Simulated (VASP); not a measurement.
# Ta (Fmmm) in VASP: a series of runs, part 2 of 2

VASP 6.6.1. The steps go on from the part before.

### 5 Single point, PBEsol

This run uses another cell than the first one: it holds 4 atoms, not 2.

INCAR reads:

```
PREC = Accurate
ENCUT = 520
EDIFF = 1E-7
ISMEAR = 0
SIGMA = 0.1
LREAL = False
LASPH = True
NELM = 80
ALGO = Normal
ISIF = 2
LWAVE = False
LCHARG = False
GGA = PS
NBANDS = 30
```

KPOINTS reads:

```
Automatic mesh
0
Gamma
  4 4 4
```

POSCAR reads:

```
Ta
1.0
    2.3466304297     -4.9915287756      0.0000000000
    2.3466304297      4.9915287756      0.0000000000
    0.0000000000      0.0000000000      3.1414597936
Ta
4
Direct
    0.1353615392      0.8646384608     -0.0000039028
    0.6353615392      0.3646384608      0.5000039028
    0.8646384608      0.1353615392      1.0000039028
    0.3646384608      0.6353615392      0.4999960972
```

Potentials or basis: VASP PAW PBE potentials, release 64 (Ta_pv).

Started as:

```
$ cat potpaw_PBE.64/Ta_pv/POTCAR > POTCAR
$ mpirun -np 1 vasp_std > vasp.out
```

OUTCAR:

```text
PREC = Accurate
   ENCUT = 520
   EDIFF = 1E-7
   ISMEAR = 0
   LREAL = False
   LASPH = True
   NELM = 80
   ISIF = 2
   GGA = PS

 ion  position               nearest neighbor table
   1  0.135  0.865  1.000-   3 2.70   4 2.78   4 2.78   2 2.82   2 2.82   2 2.82   2 2.82   3 3.28
                             3 3.28
   2  0.635  0.365  0.500-   4 2.70   3 2.78   3 2.78   1 2.82   1 2.82   1 2.82   1 2.82   4 3.28
                             4 3.28
   3  0.865  0.135  0.000-   1 2.70   2 2.78   2 2.78   4 2.82   4 2.82   4 2.82   4 2.82   1 3.28
                             1 3.28
   4  0.365  0.635  0.500-   2 2.70   1 2.78   1 2.78   3 2.82   3 2.82   3 2.82   3 2.82   2 3.28
                             2 3.28

  LATTYP: Found a base centered orthorhombic cell.
 ALAT       =     4.6932608594
 B/A-ratio  =     2.1271047679
 C/A-ratio  =     0.6693554626

  Lattice vectors:

 A1 = (   2.3466304297,  -4.9915287756,   0.0000000000)
 A2 = (   2.3466304297,   4.9915287756,   0.0000000000)
 A3 = (   0.0000000000,   0.0000000000,   3.1414597936)

Analysis of symmetry for initial positions (statically):
=====================================================================
 Subroutine PRICEL returns:
 Original cell was already a primitive cell.

 Routine SETGRP: Setting up the symmetry group for a
 base centered orthorhombic supercell.

 Subroutine GETGRP returns: Found  8 space group operations
 (whereof  4 operations were pure point group operations)
 out of a pool of  8 trial point group operations.

The static configuration has the point symmetry C_2h.
 The point group associated with its full space group is D_2h.

Analysis of symmetry for dynamics (positions and initial velocities):
=====================================================================
 Subroutine PRICEL returns:
 Original cell was already a primitive cell.

 Routine SETGRP: Setting up the symmetry group for a
 base centered orthorhombic supercell.

 Subroutine GETGRP returns: Found  8 space group operations
 (whereof  4 operations were pure point group operations)
 out of a pool of  8 trial point group operations.

The dynamic configuration has the point symmetry C_2h.
 The point group associated with its full space group is D_2h.

 Subroutine INISYM returns: Found  8 space group operations
 (whereof  4 operations are pure point group operations),
 and found     1 'primitive' translations

----------------------------------------------------------------------------------------

                                     Primitive cell

  volume of cell :      73.5936

  direct lattice vectors                    reciprocal lattice vectors
     2.346630430 -4.991528776  0.000000000     0.213071472 -0.100169712  0.000000000
     2.346630430  4.991528776  0.000000000     0.213071472  0.100169712  0.000000000
     0.000000000  0.000000000  3.141459794     0.000000000  0.000000000  0.318323348

  length of vectors
     5.515617272  5.515617272  3.141459794     0.235443036  0.235443036  0.318323348

  position of ions in fractional coordinates (direct lattice)
     0.135361539  0.864638461  0.999996097
     0.635361539  0.364638461  0.500003903
     0.864638461  0.135361539  0.000003903
     0.364638461  0.635361539  0.499996097

  ion indices of the primitive-cell ions
   primitive index   ion index
                 1           1
[... 28 lines left out ...]
 Found     21 irreducible k-points:

 Following reciprocal coordinates:
            Coordinates               Weight
  0.000000  0.000000  0.000000      1.000000
  0.250000  0.000000  0.000000      4.000000
  0.500000  0.000000  0.000000      2.000000
  0.250000  0.250000  0.000000      2.000000
  0.500000  0.250000  0.000000      4.000000
 -0.250000  0.250000  0.000000      2.000000
[... 13 lines left out ...]
 -0.250000  0.250000  0.500000      2.000000
  0.500000  0.500000  0.500000      1.000000
   k-points           NKPTS =     21   k-points in BZ     NKDIM =     21   number of bands    NBANDS=     30
   number of dos      NEDOS =    301   number of ions     NIONS =      4
   total plane-waves  NPLWV =  42336
   dimension x,y,z NGX =    42 NGY =   42 NGZ =   24
   dimension x,y,z NGXF=    84 NGYF=   84 NGZF=   48
   ions per type =               4
   NGX,Y,Z   is equivalent  to a cutoff of  12.66, 12.66, 12.70 a.u.
   NGXF,Y,Z  is equivalent  to a cutoff of  25.32, 25.32, 25.40 a.u.
 SYSTEM =  unknown system
   PREC   = accura    normal or accurate (medium, high low for compatibility)
   ISTART =      0    job   : 0-new  1-cont  2-samecut
   ICHARG =      2    charge: 1-file 2-atom 10-const
   ISPIN  =      1    spin polarized calculation?
   LNONCOLLINEAR =      F non collinear calculations
   LSORBIT =      F    spin-orbit coupling
   LASPH  =      T    aspherical Exc in radial PAW
   ENCUT  =  520.0 eV  38.22 Ry    6.18 a.u.  10.26 10.26  5.84*2*pi/ulx,y,z
   NELM   =     80;   NELMIN=  2; NELMDL= -5     # of ELM steps
   EDIFF  = 0.1E-06   stopping-criterion for ELM
   LREAL  =      F    real-space projection
   EDIFFG = 0.1E-05   stopping-criterion for IOM
   NSW    =      0    number of steps for IOM
   IBRION =     -1    ionic relax: 0-MD 1-quasi-New 2-CG
   NFREE  =      0    steps in history (QN), initial steepest desc. (CG)
   ISIF   =      2    stress and relaxation
   ISYM   =      2    0-nonsym 1-usesym 2-fastsym
   POTIM  = 0.5000    time-step for ionic-motion
   TEBEG  =    0.0;   TEEND  =   0.0 temperature during run
   PSTRESS=    0.0 pullay stress
   NELECT =      44.0000    total number of electrons
   NUPDOWN=      -1.0000    fix difference up-down
   EMIN   =  10.00;   EMAX   =-10.00  energy-range for DOS
   EFERMI =   0.00;   METHOD = LEGACY
   ISMEAR =     0;   SIGMA  =   0.10  broadening in eV -4-tet -1-fermi 0-gaus
   EFERMI_NEDOS =   21; number of points for ismear=-14 and -15
   IALGO  =     38    algorithm
   IMIX   =      4    mixing-type and parameters
     AMIX     =   0.40;   BMIX     =  1.00
     AMIX_MAG =   1.60;   BMIX_MAG =  1.00
  volume/ion in A,a.u.               =      18.40       124.16
  Fermi-wavevector in a.u.,A,eV,Ry     =   1.379153  2.606221 25.879140  1.902063
  Thomas-Fermi vector in A             =   2.504149
   LORBIT       =      0    0 simple, 1 ext, 2 COOP (PROOUT), +10 PAW based schemes
   GGA     = PS    functional components
   LHFCALC =     F    Hartree Fock is set to
   AEXX    =    0.0000 exact exchange contribution
   IVDW    =     0    specifies the selected vdW correction
   LEPSILON=     F    determine dielectric tensor
   LRPA    =     F    only Hartree local field effects (RPA)
 non-spin polarized calculation
 Gauss-broadening in eV      SIGMA  =   0.10
  energy-cutoff  :      520.00
  volume of cell :       73.59
 maximum number of plane-waves:      1998
 NGX is ok and might be reduce to    42

 number of electron      43.9999997 magnetization

 Free energy of the ion-electron system (eV)
  ---------------------------------------------------
  ext. energy  EPLUGINS =         0.00000000
  ---------------------------------------------------
  free energy    TOTEN  =       -48.59376832 eV

  energy without entropy =      -48.57886235  energy(sigma->0) =      -48.58631533

 E-fermi :   5.7226     XC(G=0): -12.5656

 val. band max:        5.6891101285   @ k =   0.5000   0.5000   0.2500
 cond. band min:       5.7402525634   @ k =   0.5000   0.0000   0.5000
 fundamental gap:      0.0511424349
 Fermi energy:         5.7226237175

 k-point     1 :       0.0000    0.0000    0.0000
  band No.  band energies     occupation
      1     -29.3206      2.00000
      2     -29.0153      2.00000
      3     -28.8917      2.00000
      4     -28.6138      2.00000
      5     -28.4651      2.00000
      6     -28.3887      2.00000
[... 682 lines left out ...]
     29      10.3723      0.00000
     30      10.3723      0.00000

------------------------ aborting loop because EDIFF is reached ----------------------------------------

  FORCE on cell =-STRESS in cart. coord.  units (eV):
  Direction    XX          YY          ZZ          XY          YZ          ZX
  --------------------------------------------------------------------------------------
  -------------------------------------------------------------------------------------
  Total        0.0808976      0.1734079      0.0492509      0.0000000     -0.0000000      0.0000000
  in kB        1.7611900      3.7751969      1.0722226      0.0000000     -0.0000000      0.0000000
  external PRESSURE =       2.2028698 kB  Pullay stress =       0.0000000 kB

 VOLUME and BASIS-vectors are now :
 -----------------------------------------------------------------------------
  energy-cutoff  :      520.00
  volume of cell :       73.59
      direct lattice vectors                 reciprocal lattice vectors
     2.346630430 -4.991528776  0.000000000     0.213071472 -0.100169712  0.000000000
     2.346630430  4.991528776  0.000000000     0.213071472  0.100169712  0.000000000
     0.000000000  0.000000000  3.141459794     0.000000000  0.000000000  0.318323348

 POSITION                                       TOTAL-FORCE (eV/Angst)
 -----------------------------------------------------------------------------------
      2.34663      3.64021      3.14145         0.000000      0.014389      0.000221
      2.34663     -1.35132      1.57074         0.000000      0.014389     -0.000221
      2.34663     -3.64021      0.00001         0.000000     -0.014389     -0.000221
      2.34663      1.35132      1.57072         0.000000     -0.014389      0.000221
 -----------------------------------------------------------------------------------
    total drift:                               -0.000000     -0.000000      0.000000

  FREE ENERGIE OF THE ION-ELECTRON SYSTEM (eV)
  ---------------------------------------------------
  free  energy   TOTEN  =       -48.5937683217 eV

  energy  without entropy=      -48.5788623469  energy(sigma->0) =      -48.58631533
```

OSZICAR:

```text
N       E                     dE             d eps       ncg     rms          rms(c)
DAV:   1     0.422426020398E+03    0.42243E+03   -0.24781E+04  1260   0.153E+03
DAV:   2    -0.340282256062E+02   -0.45645E+03   -0.44445E+03  1396   0.452E+02
DAV:   3    -0.504661012786E+02   -0.16438E+02   -0.15968E+02  1670   0.766E+01
DAV:   4    -0.507235384887E+02   -0.25744E+00   -0.25610E+00  1476   0.876E+00
DAV:   5    -0.507291063997E+02   -0.55679E-02   -0.55638E-02  1606   0.108E+00    0.278E+01
DAV:   6    -0.490300189060E+02    0.16991E+01   -0.26066E+00  1356   0.103E+01    0.136E+01
DAV:   7    -0.486026453565E+02    0.42737E+00   -0.14691E+00  1476   0.764E+00    0.101E+00
DAV:   8    -0.485953881194E+02    0.72572E-02   -0.39515E-02  1536   0.117E+00    0.443E-01
DAV:   9    -0.485938736980E+02    0.15144E-02   -0.53231E-03  1516   0.414E-01    0.137E-01
DAV:  10    -0.485937710749E+02    0.10262E-03   -0.10625E-03  1470   0.181E-01    0.430E-02
DAV:  11    -0.485937678103E+02    0.32645E-05   -0.65381E-05  1590   0.505E-02    0.107E-02
DAV:  12    -0.485937685294E+02   -0.71907E-06   -0.30281E-06  1520   0.111E-02    0.402E-03
DAV:  13    -0.485937684112E+02    0.11821E-06   -0.78358E-07  1486   0.592E-03    0.132E-03
DAV:  14    -0.485937683217E+02    0.89464E-07   -0.79090E-08   912   0.206E-03
   1 F= -.48593768E+02 E0= -.48586315E+02  d E =-.149060E-01
```

stdout:

```text
POSCAR found type information on POSCAR Ta
 POSCAR found :  1 types and       4 ions
 scaLAPACK will be used
 -----------------------------------------------------------------------------
|                                                                             |
|                                                                             |
|     You enforced a specific xc type in the INCAR file but a different       |
|     I HOPE YOU KNOW WHAT YOU ARE DOING!                                     |
|                                                                             |
 -----------------------------------------------------------------------------

 LDA part: xc-table for (Slater+PW92), standard interpolation
 POSCAR, INCAR and KPOINTS ok, starting setup
 FFT: planning ... GRIDC
 FFT: planning ... GRID_SOFT
 FFT: planning ... GRID
 WAVECAR not read
 entering main loop
```

Wall time 25 s (1 thread of Intel Xeon 6975P-C (Granite Rapids), shared host); peak memory 0.2 GiB.

Results:

```
Free energy            : -48.5938 eV
Pressure               : 0.2 GPa
Largest force          : 0.014 eV/Å
Band gap on the k mesh : zero (band 22 reaches 6.10 eV, above the bottom of band 23 at 4.78 eV)
```

Forces on the atoms (eV/Å):
```
Ta   0.000  0.014  0.000
Ta   0.000  0.014  0.000
Ta   0.000 -0.014  0.000
Ta   0.000 -0.014  0.000
```

Caveat: the k points lie up to 0.50 Å⁻¹ apart; the PAW data sets were made with another functional, which shifts forces and pressure a little; spin-orbit coupling is left out, which moves the levels of the heavy elements.

### 6 The runs side by side

| task | cell | k mesh | cutoff (eV) | gap on the mesh (eV) | pressure (GPa) | largest force (eV/Å) |
| --- | --- | --- | --- | --- | --- | --- |
| single point | a = 5.546, b = 5.252, c = 2.831 Å, angles 80.6, 69.1, 30.2°, 2 atoms | 22 × 22 × 22 | 520 | none | 0.2 | - |
| single point | a = 5.611, b = 5.290, c = 2.843 Å, angles 81.2, 68.7, 30.1°, 2 atoms | 6 × 6 × 6 | 520 | none | 0.1 | 0.02 |
| relaxation of cell and atoms | relaxed from a = 5.516, b = 5.233, c = 2.824 Å, angles 80.4, 69.3, 30.3°, 2 atoms | 6 × 6 × 6 | 600 | none | -0.3 | 0.02 |
| single point | a = 5.516, b = 5.516, c = 3.141 Å, angles 90.0, 90.0, 129.6°, 4 atoms | 4 × 4 × 4 | 520 | none | 0.2 | 0.01 |

Alike in all rows: level PBEsol; potentials or basis VASP PAW PBE potentials, release 64 (Ta_pv); no spin polarisation; smearing gaussian 0.1 eV.

Caveats: some runs use coarse meshes; the PAW data sets were made with another functional, which shifts forces and pressure a little; spin-orbit coupling is left out, which moves the levels of the heavy elements.

Total energies depend on the potentials used, so only differences within one code and one set of settings carry meaning.
